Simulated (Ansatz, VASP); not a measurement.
# One calculation of As2H, two programs

```
CELL_PARAMETERS angstrom
3.57134 0.00000 0.00000
-1.78567 3.09287 0.00000
0.00000 0.00000 18.39764
ATOMIC_POSITIONS crystal
As 0.33333 0.66667 0.29339
As 0.66667 0.33333 0.21742
H 0.33333 0.66667 0.35644
```

Alike in both runs: task single point; functional PBE; dispersion D3(BJ); k mesh 9 × 9 × 1; occupations gaussian, width 0.05 eV; collinear spin.

|  | VASP | Ansatz |
| --- | --- | --- |
| version | VASP 6.6.1 | Ansatz 0.2.0 |
| potentials or method | VASP PAW PBE potentials, release 64 (As, H), cutoff 520 eV | scalar-relativistic, plane waves, PAW |
| valence electrons in the cell | 11 | 31 |

|  | VASP | Ansatz | Ansatz less VASP |
| --- | --- | --- | --- |
| gap on the k mesh at the Fermi level (eV) | none | none | - |
| rms of the force components (eV/Å) | 7.331 | 7.296 | -0.0352 |
| net moment per atom (μB) | 0.08 | 0.08 | -0.001 |
| size of the moment on the site where the two differ most (μB) | 0.04 | 0.00 | -0.040 |
| work function, face that differs most (eV) | 2.55 | 2.57 | +0.018 |

Site moments also hang on the region over which each program counts them. Atom by atom the forces differ by 0.039 eV/Å (rms over components). A gap of «none» marks a metal or a gap that the smearing closes. VASP's potentials hold 11 valence electrons a cell and Ansatz's 31, so a difference there can come from the potentials and not from the codes.
